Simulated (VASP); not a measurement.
BaHg:

```
Ba Hg
1.0
     4.17876    0.00000    0.00000
     0.00000    4.17876    0.00000
     0.00000    0.00000    4.17876
Ba Hg
1 1
Direct
  0.00000 0.00000 0.00000
  0.50000 0.50000 0.50000
```

| Quantity | Value |
| --- | --- |
| Program | VASP 6.6.1 |
| Task | relaxation of cell and atoms |
| Functional | LDA |
| Potentials or basis | VASP PAW LDA potentials, release 64 (Ba_sv, Hg) |
| Cutoff | 600 eV |
| k mesh | 8 × 8 × 8 |
| Occupations | fermi-dirac, width 0.1 eV |
| Spin | no spin polarisation |

At the start: pressure -2.5 GPa; volume 36.48 Å³/atom.

Task: How do energy, volume and symmetry change on relaxing?

Result: Over 3 steps the energy falls by 28.8 meV/atom and the volume is 33.12 Å³/atom (-9.2 %); space group Pm-3m (No. 221, to 0.05 Å).

The path:
| step | energy change (eV) | largest force (eV/Å) | pressure (GPa) | volume (Å³) |
| --- | --- | --- | --- | --- |
| 1 | 0.0000 | 0.0000 | -2.52 | 72.97 |
| 2 | -0.0566 | 0.0000 | -0.40 | 67.08 |
| 3 | -0.0577 | 0.0000 | -0.01 | 66.25 |

Final structure:
```xyz
2
Lattice="4.0463 0.0000 0.0000 0.0000 4.0463 0.0000 0.0000 0.0000 4.0463" Properties=species:S:1:pos:R:3 pbc="T T T"
Ba    0.0000    0.0000    0.0000
Hg    2.0232    2.0232    2.0232
```
